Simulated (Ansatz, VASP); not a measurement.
## One calculation of Eu, two programs

File INCAR:

```
SYSTEM = Eu
PREC = Accurate ; ENCUT = 520
EDIFF = 1E-6 ; ISMEAR = -1
SIGMA = 0.08 ; LREAL = .FALSE.
LASPH = .TRUE. ; NELM = 150
ALGO = Normal ; ISIF = 2
LWAVE = .FALSE. ; LCHARG = .TRUE.
ISPIN = 2 ; MAGMOM = 7
LORBIT = 11 ; LMAXMIX = 6
GGA = PE ; LELF = .TRUE.
LVHAR = .TRUE. ; NBANDS = 18
```

File KPOINTS:

```
regular mesh
0
G
  9 9 9
  0 0 0
```

Contents of POSCAR:

```
Eu
1.0
    0.0000000000      3.0046852397      3.0046852397
    3.0046852397      0.0000000000      3.0046852397
    3.0046852397      3.0046852397      0.0000000000
Eu
1
Direct
    0.0000000000      0.0000000000      0.0000000000
```

Input for Ansatz:

```yaml
crystal:
  lattice:
    - [0.0, 3.0046852397, 3.0046852397]
    - [3.0046852397, 0.0, 3.0046852397]
    - [3.0046852397, 3.0046852397, 0.0]
  atoms:
    - { symbol: Eu, position: [0.0, 0.0, 0.0], spin: 7.0 }
magnetization:
  spin_polarized: true
kpoints:
  mp_grid: { grid: [9, 9, 9] }
scf:
  occupations: { method: fermi_dirac, width: 0.08 }
hamiltonian:
  xc: pbe
  pseudopotentials: { kind: all_electron, lapw: { basis_error: 0.0005 } }
output:
  forces: true
  stress: true
  eigenvalues: false
  populations: true
```

Change from the starting cell: volume scaled by 1.25, LAPW.

Alike in both runs: task single point; functional PBE; k mesh 9 × 9 × 9; occupations fermi-dirac, width 0.08 eV; collinear spin.

|  | VASP | Ansatz |
| --- | --- | --- |
| version | VASP 6.6.1 | Ansatz 0.2.0 |
| potentials or method | VASP PAW PBE potentials, release 64 (Eu), cutoff 520 eV | all-electron LAPW, scalar-relativistic |

|  | VASP | Ansatz | Ansatz less VASP |
| --- | --- | --- | --- |
| pressure (GPa) | -2.6 | -2.3 | +0.31 |
| net moment per atom (μB) | 7.39 | 7.39 | +0.001 |
| size of the moment on the site where the two differ most (μB) | 6.71 | 7.26 | +0.546 |

Site moments also hang on the region over which each program counts them. Ansatz ran all-electron here, and VASP with PAW potentials.

Spin-orbit coupling is off throughout.
